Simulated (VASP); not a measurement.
Set up this calculation in VASP 6.6.1, as the native input.

```
Task                   : single point
Functional             : PBE
Potentials or basis    : VASP PAW PBE potentials, release 64 (B, As)
Cutoff                 : 520 eV
k mesh                 : 8 × 8 × 8
Occupations            : gaussian, width 0.01 eV
Spin                   : no spin polarisation
Dipole correction      : no
Further INCAR settings : ALGO = Normal; EDIFF = 1e-06; NBANDS = 11
```

The structure of BAs lies in POSCAR:

```
BAs
1.0
    0.0000000000      2.3684276224      2.3684276224
    2.3684276224      0.0000000000      2.3684276224
    2.3684276224      2.3684276224      0.0000000000
B As
1 1
Direct
    0.0000000000      0.0000000000      0.0000000000
    0.2500000000      0.2500000000      0.2500000000
```

These files were run (other wordings do the same):

INCAR

```
PREC     = Accurate       # precision mode
ENCUT    = 520            # plane-wave cutoff, eV
EDIFF    = 1E-6           # SCF threshold, eV
ISMEAR   = 0              # smearing method
SIGMA    = 0.01           # smearing width, eV
LREAL    = F              # projectors in reciprocal space
LASPH    = T              # aspherical terms in the spheres
NELM     = 100            # most SCF steps
ALGO     = Normal         # electronic algorithm
ISIF     = 2              # what is computed and relaxed
LWAVE    = F              # write WAVECAR
LCHARG   = T              # write CHGCAR
GGA      = PE             # functional
LELF     = T              # ELF
LVHAR    = T            
NBANDS   = 11             # bands
```

KPOINTS

```
regular mesh
0
Gamma
  8 8 8
```

Potentials or basis: VASP PAW PBE potentials, release 64 (B, As).

Command:

```sh
$ cat potpaw_PBE.64/B/POTCAR potpaw_PBE.64/As/POTCAR > POTCAR
$ mpirun -np 1 vasp_std > vasp.out
```

Results of the run:

* Pressure: 7.3 GPa
* Band gap on the k mesh: 1.16 eV, indirect (least direct gap 3.31 eV)

Wall time 27 s on 1 thread of AMD EPYC 7R13, on a shared host, peak memory 0.13 GiB.
